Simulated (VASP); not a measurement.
**ZrC2: single point with PBE**

The system is ZrC2.

```
Zr C
1.0
     3.23081    0.00000    0.00000
    -1.61540    2.79796    0.00000
     0.00000    0.00000    3.26799
Zr C
1 2
Cartesian
  0.0000 0.0000 0.0000
  0.0000 1.8653 1.6340
  1.6154 0.9327 1.6340
```

This cell differs from its parent crystal: atoms taken out.

- Program: VASP 6.6.1
- Task: single point
- Functional: PBE
- Potentials or basis: VASP PAW PBE potentials, release 64 (Zr_sv, C)
- Cutoff: 520 eV
- k mesh: 6 × 6 × 6
- Occupations: gaussian, width 0.1 eV
- Spin: no spin polarisation

| Quantity | Value |
| --- | --- |
| Pressure | 0.3 GPa |
| Band gap on the k mesh | zero (bands 10 and 11 overlap by 4.33 eV) |

Stress tensor (GPa, compression positive):
```
0.23 0.00 0.00
0.00 0.23 0.00
0.00 0.00 0.55
```

Levels at points of the mesh, in eV from the Fermi level:
| k point | band 7 | band 8 | band 9 | band 10 | band 11 | band 12 | band 13 | band 14 |
| --- | --- | --- | --- | --- | --- | --- | --- | --- |
| (0.00, 0.00, 0.00) | -5.80 | -4.18 | -3.14 | -3.13 | 1.82 | 1.82 | 2.84 | 2.84 |
| (0.50, 0.00, 0.00) | -6.13 | -5.21 | -4.37 | -0.56 | 1.91 | 2.70 | 2.95 | 3.42 |
| (0.00, 0.00, 0.50) | -4.60 | -4.60 | -2.22 | -2.01 | -2.01 | -0.06 | -0.06 | 0.89 |
| (0.50, 0.00, 0.50) | -7.48 | -5.79 | -4.27 | -0.49 | 4.01 | 4.13 | 5.05 | 5.25 |

Wall time 6.4 s on 1 thread of AMD EPYC 9R45 96-Core Processor (Zen 5) (shared host), peak memory 0.11 GiB.

Caveat: the k points lie up to 0.37 Å⁻¹ apart, too coarse for converged energies and pressures of a metal; the cell differs from its parent crystal (atoms taken out).
